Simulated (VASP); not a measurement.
Runs of VASP 6.6.1 on Ru. The structure is that of space group P6_3/mmc (No. 194), or close to it. The cells are those of the table. 

```csv
task,level,cell,cutoff (eV),gap on the mesh (eV),pressure (GPa),relaxed volume (Å³/atom)
relaxation of cell and atoms,RPBE,"relaxed from a = 2.706, b = 2.706, c = 4.282 Å, angles 90.0, 90.0, 120.0°, 2 atoms",600,none,0.0,13.98
relaxation of cell and atoms,revPBE+D3(BJ),"relaxed from a = 2.706, b = 2.706, c = 4.282 Å, angles 90.0, 90.0, 120.0°, 2 atoms",600,none,0.2,13.30
single point,PBEsol,"a = 2.696, b = 2.696, c = 4.236 Å, angles 90.0, 90.0, 120.0°, 2 atoms",520,none,0.0,-
single point,revPBE+D3(BJ),"a = 2.693, b = 2.693, c = 4.237 Å, angles 90.0, 90.0, 120.0°, 2 atoms",520,none,0.0,-
relaxation of cell and atoms,PBE,"relaxed from a = 2.706, b = 2.706, c = 4.282 Å, angles 90.0, 90.0, 120.0°, 2 atoms",600,none,0.0,(a)
```

Alike in all rows: potentials or basis VASP PAW PBE potentials, release 64 (Ru_pv); no spin polarisation; k mesh 10 × 10 × 6; smearing fermi-dirac 0.1 eV.

Question: Fill in the values left out.

Answer: (a) 13.78.

Caveats: the PAW data sets were made with another functional, which shifts forces and pressure a little (at least some runs).

A k mesh can miss the band edges, and the runs leave out spin-orbit coupling on Ru.

A gap of «none» marks levels without a gap at the run's occupations.
